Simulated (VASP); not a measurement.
TiO2: single point with r2SCAN

The system is TiO2.

```
Ti O
1.0
     0.00000    2.39683    2.39683
     2.40522    0.00000    2.39683
     2.40522    2.39683    0.00000
Ti O
1 2
Cartesian
  0.0000 0.0000 0.0000
  1.2026 1.1984 1.1984
  3.6078 3.5952 3.5952
```

This cell differs from its parent crystal: uniaxial x strain +0.3%.

```yaml
Program: VASP 6.6.1
Task: single point
Functional: r2SCAN
Potentials_or_basis: VASP PAW PBE potentials, release 64 (Ti_sv, O_h)
Cutoff: 910 eV
k_mesh: 10 × 10 × 10
Occupations: gaussian, width 0.01 eV
Spin: no spin polarisation
```

```
Pressure               : 0.2 GPa
Band gap on the k mesh : 1.52 eV (least direct gap 2.21 eV)
```

Stress tensor (GPa, compression positive):
```
-1.14  0.00  0.00
 0.00  0.87  0.00
 0.00  0.00  0.87
```

Levels at points of the mesh, in eV from the valence-band top:
```csv
k point,band 10,band 11,band 12,band 13,band 14,band 15
"(0.00, 0.00, 0.00)",-0.96,-0.90,-0.90,1.52,1.54,5.68
"(0.50, 0.00, 0.00)",-3.35,-2.63,-2.62,1.84,1.84,3.13
"(0.50, 0.50, 0.00)",-2.19,-2.13,0.00,2.21,2.25,3.17
"(0.00, 0.50, 0.50)",-2.14,-2.14,-0.04,2.22,2.23,3.14
```

It took 6.6 min on 1 thread of Intel(R) Xeon(R) Platinum 8488C (Sapphire Rapids) (shared host), peak memory 0.29 GiB.

Caveat: the cell differs from its parent crystal (uniaxial x strain +0.3%); the cutoff is under 1.25 times the usual one of these potentials, so pressure, stress and relaxed cells hold a basis-set (Pulay) error; the PAW data sets were made with another functional, which shifts forces and pressure a little. A k mesh can miss the band edges.
